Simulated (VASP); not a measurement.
# B3As2 (Cmmm) in VASP: relaxation of cell and atoms with PBE

Aim: the relaxation of cell and atoms of B3As2 with PBE.

All numbers are computed with VASP 6.6.1; they aren't measurements. Logs are shortened: lines on timing, memory, paths and dates and some standing lists are left out, and cuts for length are marked.

### Step 1. The cell of the first run

The structure is orthorhombic, space group Cmmm (No. 65). The conventional cell has a = 6.614 Å, b = 7.568 Å, c = 2.744 Å, α = 90.00°, β = 90.00°, γ = 90.00°. B (site symmetry m2m) has 1 B at 1.57 Å and 2 As at 1.99 Å within 2.1 Å. Within 3.7 Å of B (site symmetry mmm) lie 14 B at 2.74 to 3.67 Å and 8 As at 2.86 Å. As (site symmetry 2/m) has 2 B at 1.99 Å within 2.6 Å.

The cell was generated, and may not be a known phase.

### Step 2. Relaxation of cell and atoms, PBE

INCAR

```
SYSTEM = B3As2
ALGO = Normal
EDIFF = 1E-7
EDIFFG = -0.01
ENCUT = 600
GGA = PE
IBRION = 2
ISIF = 3
ISMEAR = 0
LASPH = .TRUE.
LCHARG = .FALSE.
LREAL = .FALSE.
LWAVE = .FALSE.
NELM = 80
NSW = 100
PREC = Accurate
SIGMA = 0.1
```

KPOINTS

```
k-points
0
G
  8 8 14
  0 0 0
```

POSCAR

```
B3As2
1.0
    3.3070452066     -3.7837539933      0.0000000000
    3.3070452066      3.7837539933      0.0000000000
    0.0000000000      0.0000000000      2.7437823505
B As
3 2
Direct
    0.1035733124      0.8964266876      0.0000000000
    0.8964266876      0.1035733124      0.0000000000
    0.5000000000      0.5000000000      0.5000000000
    0.5000000000      0.0000000000      0.0000000000
    0.0000000000      0.5000000000      0.0000000000
```

Potentials or basis: VASP PAW PBE potentials, release 64 (B, As).

Started as:

```console
cat potpaw_PBE.64/B/POTCAR potpaw_PBE.64/As/POTCAR > POTCAR
mpirun -np 1 vasp_std > vasp.out
```

OUTCAR:

```text
SYSTEM = B3As2
   EDIFF = 1E-7
   EDIFFG = -0.01
   ENCUT = 600
   GGA = PE
   IBRION = 2
   ISIF = 3
   ISMEAR = 0
   LASPH = .TRUE.
   LREAL = .FALSE.
   NELM = 80
   NSW = 100
   PREC = Accurate

 ion  position               nearest neighbor table
   1  0.104  0.896  0.000-   2 1.57   4 1.99   5 1.99
   2  0.896  0.104  0.000-   1 1.57   4 1.99   5 1.99
   3  0.500  0.500  0.500-
   4  0.500  0.000  0.000-   1 1.99   2 1.99
   5  0.000  0.500  0.000-   1 1.99   2 1.99

  LATTYP: Found a base centered orthorhombic cell.
 ALAT       =     6.6140904132
 B/A-ratio  =     1.1441494618
 C/A-ratio  =     0.4148389543

  Lattice vectors:

 A1 = (   3.3070452066,  -3.7837539933,   0.0000000000)
 A2 = (   3.3070452066,   3.7837539933,   0.0000000000)
 A3 = (   0.0000000000,   0.0000000000,   2.7437823505)

Analysis of symmetry for initial positions (statically):
=====================================================================
 Subroutine PRICEL returns:
 Original cell was already a primitive cell.

 Routine SETGRP: Setting up the symmetry group for a
 base centered orthorhombic supercell.

 Subroutine GETGRP returns: Found  8 space group operations
 (whereof  8 operations were pure point group operations)
 out of a pool of  8 trial point group operations.

The static configuration has the point symmetry D_2h.

Analysis of symmetry for dynamics (positions and initial velocities):
=====================================================================
 Subroutine PRICEL returns:
 Original cell was already a primitive cell.

 Routine SETGRP: Setting up the symmetry group for a
 base centered orthorhombic supercell.

 Subroutine GETGRP returns: Found  8 space group operations
 (whereof  8 operations were pure point group operations)
 out of a pool of  8 trial point group operations.

The dynamic configuration has the point symmetry D_2h.

 Subroutine INISYM returns: Found  8 space group operations
 (whereof  8 operations are pure point group operations),
 and found     1 'primitive' translations

----------------------------------------------------------------------------------------

                                     Primitive cell

  volume of cell :      68.6661

  direct lattice vectors                    reciprocal lattice vectors
     3.307045207 -3.783753993  0.000000000     0.151192369 -0.132143898  0.000000000
     3.307045207  3.783753993  0.000000000     0.151192369  0.132143898  0.000000000
     0.000000000  0.000000000  2.743782351     0.000000000  0.000000000  0.364460395

[... 127 lines left out ...]

--------------------------------------- Ionic step        1  -------------------------------------------

 number of electron      18.9999998 magnetization

 Free energy of the ion-electron system (eV)
  ---------------------------------------------------
  ext. energy  EPLUGINS =         0.00000000
  ---------------------------------------------------
  free energy    TOTEN  =       -22.88076893 eV

  energy without entropy =      -22.87231838  energy(sigma->0) =      -22.87654366

------------------------ aborting loop because EDIFF is reached ----------------------------------------

  FORCE on cell =-STRESS in cart. coord.  units (eV):
  Direction    XX          YY          ZZ          XY          YZ          ZX
  --------------------------------------------------------------------------------------
  -------------------------------------------------------------------------------------
  Total       -0.0287699      0.8196630     -1.0848768     -0.0000000      0.0000000      0.0000000
  in kB       -0.6712850     19.1250785    -25.3132755     -0.0000000      0.0000000      0.0000000
  external PRESSURE =      -2.2864940 kB  Pullay stress =       0.0000000 kB
[... 98 lines left out ...]
  FREE ENERGIE OF THE ION-ELECTRON SYSTEM (eV)
  ---------------------------------------------------
  free  energy   TOTEN  =       -22.8958949522 eV

  energy  without entropy=      -22.8857407139  energy(sigma->0) =      -22.89081783

[... ionic steps 4 to 14 ...]

--------------------------------------- Ionic step       15  -------------------------------------------

 number of electron      19.0000002 magnetization

------------------------ aborting loop because EDIFF is reached ----------------------------------------
[... 73 lines left out ...]
--------------------------------------- Ionic step       17  -------------------------------------------

 number of electron      19.0000002 magnetization

 Free energy of the ion-electron system (eV)
  ---------------------------------------------------
  ext. energy  EPLUGINS =         0.00000000
  ---------------------------------------------------
  free energy    TOTEN  =       -22.91603852 eV

  energy without entropy =      -22.90700734  energy(sigma->0) =      -22.91152293

 E-fermi :   5.5906     XC(G=0): -10.6210

 val. band max:        5.5894367718   @ k =   0.5000   0.5000   0.1429
 cond. band min:       5.5910144903   @ k =   0.3750  -0.0000   0.5000
 fundamental gap:      0.0015777186
 Fermi energy:         5.5905985784

 k-point     1 :       0.0000    0.0000    0.0000
  band No.  band energies     occupation
      1      -9.7172      2.00000
      2      -7.1945      2.00000
      3      -3.7551      2.00000
      4      -2.6953      2.00000
      5      -1.4353      2.00000
      6      -0.0411      2.00000
      7       1.1771      2.00000
      8       2.3852      2.00000
      9       5.7529      0.02169
     10       8.2547      0.00000
     11      10.4332      0.00000
     12      10.6334      0.00000
     13      10.6556      0.00000
[... 354 lines left out ...]
  band No.  band energies     occupation
      1      -9.3554      2.00000
      2      -7.6243      2.00000
      3      -3.7205      2.00000
      4      -2.4928      2.00000
      5      -1.0265      2.00000
      6      -0.1396      2.00000
      7       1.3697      2.00000
      8       3.0781      2.00000
      9       6.6289      0.00000
     10       7.6790      0.00000
     11       8.0233      0.00000
     12      10.1272      0.00000
     13      10.3164      0.00000

 [... further k-points ...]

------------------------ aborting loop because EDIFF is reached ----------------------------------------

  FORCE on cell =-STRESS in cart. coord.  units (eV):
  Direction    XX          YY          ZZ          XY          YZ          ZX
  --------------------------------------------------------------------------------------
  -------------------------------------------------------------------------------------
  Total        0.0084095      0.0470588     -0.0097320      0.0000000      0.0000000      0.0000000
  in kB        0.2000684      1.1195633     -0.2315310      0.0000000      0.0000000      0.0000000
  external PRESSURE =       0.3627002 kB  Pullay stress =       0.0000000 kB
[... 20 lines left out ...]
  FREE ENERGIE OF THE ION-ELECTRON SYSTEM (eV)
  ---------------------------------------------------
  free  energy   TOTEN  =       -22.9160385182 eV

  energy  without entropy=      -22.9070073370  energy(sigma->0) =      -22.91152293

 reached required accuracy - stopping structural energy minimisation
```

OSZICAR:

```text
N       E                     dE             d eps       ncg     rms          rms(c)
DAV:   1     0.569009375784E+02    0.56901E+02   -0.83882E+03  4368   0.136E+03
DAV:   2    -0.203520598055E+02   -0.77253E+02   -0.74745E+02  5570   0.190E+02
DAV:   3    -0.246917723892E+02   -0.43397E+01   -0.42631E+01  5979   0.446E+01
DAV:   4    -0.247554500611E+02   -0.63678E-01   -0.63480E-01  5245   0.558E+00
[... 137 lines left out ...]
DAV:   1    -0.229160536264E+02   -0.45759E-04   -0.82397E-04  4743   0.200E-01    0.178E-02
DAV:   2    -0.229160429188E+02    0.10708E-04   -0.45667E-05  5672   0.470E-02    0.952E-03
DAV:   3    -0.229160389967E+02    0.39221E-05   -0.88973E-06  5591   0.183E-02    0.284E-03
DAV:   4    -0.229160385397E+02    0.45697E-06   -0.15753E-06  5824   0.773E-03    0.914E-04
DAV:   5    -0.229160385182E+02    0.21435E-07   -0.14978E-07  2836   0.279E-03
  17 F= -.22916039E+02 E0= -.22911523E+02  d E =-.305863E-04
```

CONTCAR:

```text
B3As2
   1.00000000000000
     3.3363456611742657   -3.8704553731979119    0.0000000000000000
     3.3363456611742657    3.8704553731979119    0.0000000000000000
     0.0000000000000000    0.0000000000000000    2.6075942023918861
  B               As
     3     2
Direct
     0.1021748789996182    0.8978251210003819    0.0000000000000000
     0.8978251210003819    0.1021748789996182    0.0000000000000000
     0.5000000000000000    0.5000000000000000    0.5000000000000000
     0.5000000000000000    0.0000000000000000    0.0000000000000000
     0.0000000000000000    0.5000000000000000    0.0000000000000000

  0.00000000E+00  0.00000000E+00  0.00000000E+00
  0.00000000E+00  0.00000000E+00  0.00000000E+00
  0.00000000E+00  0.00000000E+00  0.00000000E+00
  0.00000000E+00  0.00000000E+00  0.00000000E+00
  0.00000000E+00  0.00000000E+00  0.00000000E+00
```

It took 13 min on 1 thread of AMD EPYC 9R45 (Zen 5), shared host; peak memory 0.32 GiB.

What came out:

| Item | Value |
| --- | --- |
| Free energy | -22.9160 eV |
| Relaxed volume | 13.47 Å³/atom |
| Relaxed cell | a = 5.110 Å, b = 5.110 Å, c = 2.608 Å, α = 90.00°, β = 90.00°, γ = 98.48° |
| Space group after relaxing (to 0.1 Å) | Cmmm (No. 65) |
| Energy gained by relaxing | 7.1 meV/atom |
| Ionic steps | 17 |
| Pressure after relaxing | 0.0 GPa |
| Largest force after relaxing | 0.008 eV/Å |
| Band gap on the k mesh | zero (an odd number of electrons rules out a gap without spin polarisation) |

Forces on the atoms (eV/Å):
```
B    0.000  0.008  0.000
B    0.000 -0.008  0.000
B    0.000  0.000  0.000
As   0.000  0.000  0.000
As   0.000  0.000  0.000
```

Stress tensor (GPa, compression positive):
```
 0.02  0.00  0.00
 0.00  0.11  0.00
 0.00  0.00 -0.02
```

The path:
```tsv
step	energy change (eV)	largest force (eV/Å)	pressure (GPa)	volume (Å³)
1	0.0000	0.0633	-0.23	68.67
2	-0.0127	0.3267	-0.50	68.47
3	-0.0151	0.6192	-0.68	68.29
4	-0.0203	0.5259	-0.60	68.14
5	-0.0309	0.2311	-0.26	67.68
6	-0.0210	0.3626	0.95	66.71
7	-0.0326	0.0906	-0.03	67.47
8	-0.0328	0.0426	0.07	67.39
9	-0.0328	0.0159	0.12	67.34
10	-0.0335	0.0212	0.08	67.38
11	-0.0344	0.1329	-0.05	67.48
12	-0.0350	0.0403	-0.13	67.50
13	-0.0351	0.0153	-0.18	67.51
14	-0.0352	0.0116	-0.10	67.45
15	-0.0352	0.0067	0.01	67.37
16	-0.0352	0.0042	0.06	67.34
17	-0.0353	0.0076	0.04	67.34
```

Final structure:
```
B As
1.0
     3.33635   -3.87046    0.00000
     3.33635    3.87046    0.00000
     0.00000    0.00000    2.60759
B As
3 2
Cartesian
  3.3363 3.0795 0.0000
  3.3363 -3.0795 0.0000
  3.3363 0.0000 1.3038
  1.6682 -1.9352 0.0000
  1.6682 1.9352 0.0000
```

Caveat: the highest band is partly filled, so the run has too few bands.
